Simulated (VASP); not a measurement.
ZrB2, 3 atoms in the cell. The structure is hexagonal, space group P6/mmm (No. 191). Conventional cell: a = 3.133 Å, b = 3.133 Å, c = 3.489 Å, α = 90.00°, β = 90.00°, γ = 120.00°. Within 3.3 Å of Zr (site symmetry 6/mmm) lie 12 B at 2.51 Å and 6 Zr at 3.13 Å. B (site symmetry -6m2) has 3 B at 1.81 Å within 2.4 Å. 

```yaml
Program: VASP 6.6.1
Task: single point
Functional: LDA
Potentials_or_basis: VASP PAW LDA potentials, release 64 (Zr_sv, B)
Cutoff: 520 eV
k_mesh: 15 × 15 × 12
Occupations: gaussian, width 0.1 eV
Spin: no spin polarisation
Dipole_correction: no
Further_INCAR_settings: ALGO = Normal; EDIFF = 1e-06; NBANDS = 16
```

Potentials or basis: VASP PAW LDA potentials, release 64 (Zr_sv, B).

Launch:

```console
$ cat potpaw_LDA.64/Zr_sv/POTCAR potpaw_LDA.64/B/POTCAR > POTCAR
$ mpirun -np 1 vasp_std > vasp.out
```

Hardware: 1 thread of Intel(R) Xeon(R) Platinum 8259CL CPU @ 2.50GHz (Skylake/Cascade Lake), on a shared host.

**Question.** How long does it take, and how much memory?

**Answer.** Run time: 68 s on 1 thread of Intel(R) Xeon(R) Platinum 8259CL CPU @ 2.50GHz (Skylake/Cascade Lake), with other jobs on the host, peak memory 0.2 GiB. Counts: scf iterations 13, k points 189.
